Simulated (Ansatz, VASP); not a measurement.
# One calculation of ZnCu, two programs

```
Zn Cu
1.0
     3.04333    0.57577    0.57577
     0.57577    3.04333    0.57577
     0.57577    0.57577    3.04333
Zn Cu
1 1
Direct
  0.50000 0.50000 0.50000
  0.00000 0.00000 0.00000
```

Alike in both runs: task single point; functional PBEsol; k mesh 18 × 18 × 18; occupations gaussian, width 0.15 eV; no spin polarisation.

|  | VASP | Ansatz |
| --- | --- | --- |
| version | VASP 6.6.1 | Ansatz 0.2.0 |
| potentials or method | VASP PAW PBE potentials, release 64 (Zn, Cu), cutoff 520 eV | scalar-relativistic, plane waves, PAW |
| valence electrons in the cell | 23 | 31 |

VASP gave:

```
gap on the k mesh at the Fermi level (eV)                     : none
pressure (GPa)                                                : 14.0
traceless stress, the component that is largest in VASP (GPa) : -4.02
```

Which values does Ansatz return?

gap on the k mesh at the Fermi level (eV): none; pressure (GPa): 12.7; traceless stress, the component that is largest in VASP (GPa): -3.97.

VASP's potentials were made for PBE, not for PBEsol. A gap of «none» marks a metal or a gap that the smearing closes. With one functional, cell and mesh, what is left measures potentials, basis and numerics. VASP's potentials hold 23 valence electrons a cell and Ansatz's 31, so a difference there can come from the potentials and not from the codes.
